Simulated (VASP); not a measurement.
Write the native input for VASP 6.6.1 that does the following.

```
Task                   : single point
Functional             : PBEsol
Potentials or basis    : VASP PAW PBE potentials, release 64 (Mg, O)
Cutoff                 : 520 eV
k mesh                 : 9 × 9 × 6
Occupations            : gaussian, width 0.02 eV
Spin                   : no spin polarisation
Dipole correction      : no
Further INCAR settings : ALGO = Normal; EDIFF = 1e-06; NBANDS = 16
```

The structure of MgO lies in POSCAR:

```
MgO
1.0
    3.2297232136      0.0000000000      0.0000000000
   -1.6148616069      2.7970223502      0.0000000000
    0.0000000000      0.0000000000      5.1642585628
Mg O
2 2
Direct
    0.3333333300      0.6666666700     -0.0037412860
    0.6666666700      0.3333333300      0.4973054048
    0.3333333300      0.6666666700      0.4116104020
    0.6666666700      0.3333333300      0.9040254792
```

This cell differs from its parent crystal: strained and its atoms moved.

The input as run:

INCAR

```
  PREC = Accurate
  ENCUT = 520
  EDIFF = 1E-6
  ISMEAR = 0
  SIGMA = 0.02
  LREAL = F
  LASPH = T
  NELM = 80
  ALGO = Normal
  ISIF = 2
  LWAVE = F
  LCHARG = T
  GGA = PS
  LELF = T
  LVHAR = T
  NBANDS = 16
```

KPOINTS

```
Automatic mesh
0
Gamma
  9 9 6
```

Potentials or basis: VASP PAW PBE potentials, release 64 (Mg, O).

Run with:

```console
$ cat potpaw_PBE.64/Mg/POTCAR potpaw_PBE.64/O/POTCAR > POTCAR
$ mpirun -np 1 vasp_std > vasp.out
```

Results of the run:

```json
{
  "Pressure": "3.7 GPa",
  "Largest force": "0.958 eV/Å",
  "Band gap on the k mesh": "3.42 eV, direct"
}
```

Caveat: the cell differs from its parent crystal (strained and its atoms moved); the PAW data sets were made with another functional, which shifts forces and pressure a little.

Run time: 12 s on 1 thread of Intel(R) Xeon(R) 6975P-C (Granite Rapids), on a shared host, peak memory 0.18 GiB.
